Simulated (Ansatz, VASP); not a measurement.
## Pb: VASP beside Ansatz

```
Pb
1.0
     5.89255    0.00000    0.00000
    -2.94628    5.10310    0.00000
     0.00000    0.00000    3.50547
Pb
3
Direct
  0.00000 0.00000 0.00000
  0.33333 0.66667 0.50000
  0.66667 0.33333 0.50000
```

Alike in both runs: task single point; functional BLYP; k mesh 7 × 7 × 10; occupations fermi-dirac, width 0.1 eV; no spin polarisation.

```csv
,VASP,Ansatz
version,VASP 6.6.1,Ansatz 0.2.0
potentials or method,"VASP PAW PBE potentials, release 64 (Pb_d), cutoff 520 eV","plane waves (420 eV) with PAW, scalar-relativistic"
valence electrons in the cell,42,42
```

```tsv
	VASP	Ansatz	Ansatz less VASP
pressure (GPa)	0.0	0.0	-0.03
traceless stress, the component that is largest in VASP (GPa)	-0.45	-0.46	-0.004
```

VASP's potentials were made for PBE, not for BLYP.

Spin-orbit coupling is off throughout.
